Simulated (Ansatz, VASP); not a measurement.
Na2H: VASP beside Ansatz

File INCAR:

```
SYSTEM = Na2H
ALGO = Normal
EDIFF = 1E-7
EDIFFG = -0.04
ENCUT = 970
GGA = PE
GGA_COMPAT = .False.
IBRION = 2
ISIF = 3
ISMEAR = 0
LASPH = .True.
LCHARG = .False.
LREAL = .False.
LWAVE = .False.
NELM = 120
NELMIN = 4
NSW = 90
PREC = Accurate
SIGMA = 0.1
```

File KPOINTS:

```
k-points
0
Gamma
  6 6 8
  0 0 0
```

File POSCAR:

```
Na2H
1.0
    2.1026386200     -3.6418769300      0.0000000000
    2.1026386200      3.6418769300      0.0000000000
    0.0000000000      0.0000000000      2.1582207500
Na H
2 1
Direct
    0.0000000000      0.5000000000      0.0000000000
    0.5000000000      0.0000000000      0.0000000000
    0.5000000000      0.5000000000      0.0000000000
```

Input for Ansatz:

```yaml
crystal:
  lattice:
    - [2.10263862, -3.64187693, 0.0]
    - [2.10263862, 3.64187693, 0.0]
    - [0.0, 0.0, 2.15822075]
  atoms:
    - { symbol: Na, position: [0.0, 0.5, 0.0] }
    - { symbol: Na, position: [0.5, 0.0, 0.0] }
    - { symbol: H, position: [0.5, 0.5, 0.0] }
basis:
  ecutwfc: 420
kpoints:
  mp_grid: { grid: [6, 6, 8] }
hamiltonian:
  xc: pbe
scf:
  occupations: { method: gaussian, width: 0.1 }
  lower_state_search: "off"
output:
  forces: true
  stress: true
  eigenvalues: true
relax:
  adjacent_minimum: "off"
  f_tol: 0.04
  max_steps: 70
  cell: { stress_tol: 0.4 }
```

Alike in both runs: task relaxation of cell and atoms; functional PBE; k mesh 6 × 6 × 8; occupations gaussian, width 0.1 eV; no spin polarisation.

|  | VASP | Ansatz |
| --- | --- | --- |
| version | VASP 6.6.1 | Ansatz 0.2.0 |
| potentials or method | VASP PAW PBE potentials, release 64 (Na_sv, H), cutoff 970 eV | scalar-relativistic, plane waves, PAW |
| valence electrons in the cell | 19 | 19 |

Ansatz gave:

* gap on the k mesh at the Fermi level, each at its own relaxed structure (eV): none
* relaxed volume (Å³/atom): 25.22
* relaxed cell length with the largest relative difference (Å): 3.492

Question: Estimate VASP's values.

Answer: gap on the k mesh at the Fermi level, each at its own relaxed structure (eV): none; relaxed volume (Å³/atom): 16.79; relaxed cell length with the largest relative difference (Å): 2.778.

A gap of «none» marks a metal or a gap that the smearing closes. One of these differences is far larger than is usual between the two programs; its cause wasn't traced.

The k mesh is coarse, so the values compare programs but aren't converged. Noted on VASP's run: the volume moved by over 15 % at a fixed basis, so the end points are rough.
